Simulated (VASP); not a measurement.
## Al2Pt: single point with PBE

Crystal: Al2Pt.

```
CELL_PARAMETERS angstrom
4.24843 0.00000 0.00000
-2.12421 3.67925 0.00000
2.12421 1.22642 3.39085
ATOMIC_POSITIONS crystal
Al 0.50000 0.75000 0.75000
Al 0.50000 0.25000 0.25000
Pt 0.00000 0.00000 0.00000
```

* Program: VASP 6.6.1
* Task: single point
* Functional: PBE
* Potentials or basis: VASP PAW PBE potentials, release 64 (Al, Pt)
* Cutoff: 520 eV
* k mesh: 9 × 9 × 10
* Occupations: gaussian, width 0.1 eV
* Spin: no spin polarisation

```
Pressure               : -1.2 GPa
Largest force          : 0.173 eV/Å
Band gap on the k mesh : zero (band 8 reaches 11.29 eV, above the bottom of band 9 at 6.14 eV)
```

Forces in eV/Å, atoms in the order of the input:
```
Al   0.005  0.003  0.173
Al  -0.005 -0.003 -0.173
Pt   0.000  0.000  0.000
```

Stress tensor (GPa, compression positive):
```
-2.64  0.00  0.10
 0.00 -2.64  0.06
 0.10  0.06  1.73
```

Levels at points of the mesh, in eV from the Fermi level:
| k point | band 6 | band 7 | band 8 | band 9 | band 10 | band 11 |
| --- | --- | --- | --- | --- | --- | --- |
| (0.00, 0.00, 0.00) | -3.61 | 2.68 | 3.68 | 3.68 | 4.02 | 5.15 |
| (0.00, 0.00, 0.50) | -3.40 | -3.40 | 0.85 | 0.85 | 3.53 | 4.88 |

It took 88 s on 1 thread of Intel(R) Xeon(R) 6975P-C (Granite Rapids), on a shared host, peak memory 0.43 GiB.

Caveat: spin-orbit coupling is left out, which moves the levels of the heavy elements.
